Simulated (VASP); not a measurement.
BePt:

```
CELL_PARAMETERS angstrom
1.26068 0.72785 4.01549
-1.26068 0.72785 4.01549
0.00000 -1.45570 4.01549
ATOMIC_POSITIONS crystal
Be 0.00000 0.00000 0.00000
Pt 0.50000 0.50000 0.50000
```

| Quantity | Value |
| --- | --- |
| Program | VASP 6.6.1 |
| Task | relaxation of cell and atoms |
| Functional | PBE |
| Potentials or basis | VASP PAW PBE potentials, release 64 (Be, Pt) |
| Cutoff | 600 eV |
| k mesh | 6 × 6 × 6 |
| Occupations | gaussian, width 0.1 eV |
| Spin | no spin polarisation |

At the start: pressure 40.7 GPa; volume 11.05 Å³/atom.

Question: Where does the relaxation end?

Answer: Over 9 steps the energy falls by 364.8 meV/atom and the volume is 12.29 Å³/atom (+11.2 %); space group R-3m (No. 166, to 0.05 Å).

Step by step:
```
step  energy change (eV)  largest force (eV/Å)  pressure (GPa)  volume (Å³)
   1              0.0000                0.0000           40.73        22.11
   2              0.0701                0.0000          -27.25        31.89
   3             -0.6028                0.0000           -8.14        26.00
   4             -0.6039                0.0000           -7.28        25.87
   5             -0.6041                0.0000           -6.65        25.78
   6             -0.7203                0.0000            0.90        24.50
   7             -0.7247                0.0000            2.82        24.22
   8             -0.7287                0.0000           -1.38        24.73
   9             -0.7295                0.0000           -0.19        24.58
```

Final structure:
```yaml
crystal:
  lattice:
    - [1.39199, 0.80366, 3.66141]
    - [-1.39199, 0.80366, 3.66141]
    - [0.00000, -1.60733, 3.66141]
  atoms:
    - { symbol: Be, position: [0.00000, 0.00000, 0.00000] }
    - { symbol: Pt, position: [0.50000, 0.50000, 0.50000] }
```

Caveat: the k points lie up to 0.44 Å⁻¹ apart in the final cell.
